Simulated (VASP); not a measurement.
# Ru: single point with PBEsol

Ru:

```
CELL_PARAMETERS angstrom
2.76500 0.00000 0.00000
-1.38250 2.39456 0.00000
0.00000 0.00000 4.45650
ATOMIC_POSITIONS crystal
Ru 0.33333 0.66667 0.25000
Ru 0.66667 0.33333 0.75000
```

```yaml
Program: VASP 6.6.1
Task: single point
Functional: PBEsol
Potentials_or_basis: VASP PAW PBE potentials, release 64 (Ru_pv)
Cutoff: 520 eV
k_mesh: 18 × 18 × 10
Occupations: gaussian, width 0.15 eV
Spin: no spin polarisation
Dipole_correction: no
Further_INCAR_settings: ALGO = Fast; EDIFF = 1e-06; NBANDS = 21
```

```
Pressure               : -27.9 GPa
Band gap on the k mesh : zero (band 14 reaches 12.58 eV, above the bottom of band 15 at 9.88 eV)
```

Stress tensor (GPa, compression positive):
```
-25.12   0.00   0.00
  0.00 -25.12   0.00
  0.00   0.00 -33.42
```

Levels at points of the mesh, in eV from the Fermi level:
| k point | band 10 | band 11 | band 12 | band 13 | band 14 | band 15 | band 16 | band 17 | band 18 | band 19 |
| --- | --- | --- | --- | --- | --- | --- | --- | --- | --- | --- |
| (0.00, 0.00, 0.00) | -2.27 | -2.27 | -1.71 | -1.71 | -1.10 | -1.10 | 0.98 | 1.06 | 1.06 | 9.04 |
| (0.50, 0.00, 0.00) | -2.54 | -1.96 | -1.61 | -1.45 | 1.35 | 1.61 | 1.68 | 3.67 | 5.58 | 10.26 |
| (0.00, 0.00, 0.50) | -2.55 | -2.39 | -2.39 | -2.39 | -2.39 | 0.47 | 0.47 | 0.47 | 0.47 | 10.39 |
| (0.50, 0.00, 0.50) | -4.07 | -0.87 | -0.87 | 0.40 | 0.40 | 1.55 | 1.55 | 3.08 | 3.08 | 9.60 |

Run time: 45 s on 1 thread of Intel(R) Xeon(R) 6975P-C (Granite Rapids) (shared host), peak memory 0.23 GiB.

Caveat: the PAW data sets were made with another functional, which shifts forces and pressure a little.
